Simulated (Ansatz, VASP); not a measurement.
One calculation of TiB2, two programs

```
CELL_PARAMETERS angstrom
6.06350 0.00000 0.00000
-4.54763 7.87672 0.00000
0.00000 0.00000 6.44836
ATOMIC_POSITIONS crystal
Ti 0.00000 0.00000 0.00000
Ti 0.00000 0.00000 0.50000
Ti 0.00000 0.33333 0.00000
Ti 0.00000 0.33333 0.50000
Ti 0.00000 0.66667 0.00000
Ti 0.00000 0.66667 0.50000
Ti 0.50000 0.00000 0.00000
Ti 0.50000 0.00000 0.50000
Ti 0.50000 0.33333 0.00000
Ti 0.50000 0.33333 0.50000
Ti 0.50000 0.66667 0.00000
Ti 0.50000 0.66667 0.50000
B 0.16667 0.22222 0.25000
B 0.33333 0.11111 0.25000
B 0.16667 0.22222 0.75000
B 0.33333 0.11111 0.75000
B 0.16667 0.55556 0.25000
B 0.33333 0.44444 0.25000
B 0.16667 0.55556 0.75000
B 0.33333 0.44444 0.75000
B 0.16667 0.88889 0.25000
B 0.33333 0.77778 0.25000
B 0.16667 0.88889 0.75000
B 0.33333 0.77778 0.75000
B 0.66667 0.22222 0.25000
B 0.83333 0.11111 0.25000
B 0.66667 0.22222 0.75000
B 0.83333 0.11111 0.75000
B 0.66667 0.55556 0.25000
B 0.83333 0.44444 0.25000
B 0.66667 0.55556 0.75000
B 0.83333 0.44444 0.75000
B 0.66667 0.88889 0.25000
B 0.83333 0.77778 0.25000
B 0.66667 0.88889 0.75000
B 0.83333 0.77778 0.75000
```

Alike in both runs: task single point; functional PBEsol; k mesh 3 × 2 × 2; occupations methfessel-paxton of order 1, width 0.1 eV; no spin polarisation.

```csv
,VASP,Ansatz
version,VASP 6.6.1,Ansatz 0.2.0
potentials or method,"VASP PAW PBE potentials, release 64 (Ti_sv, B), cutoff 520 eV",plane-wave PAW DFT
valence electrons in the cell,216,216
```

|  | VASP | Ansatz | Ansatz less VASP |
| --- | --- | --- | --- |
| pressure (GPa) | -4.8 | -5.2 | -0.33 |

VASP's potentials were made for PBE, not for PBEsol, and Ansatz warns of the same on its side.

The k mesh is coarse, so the values compare programs but aren't converged.
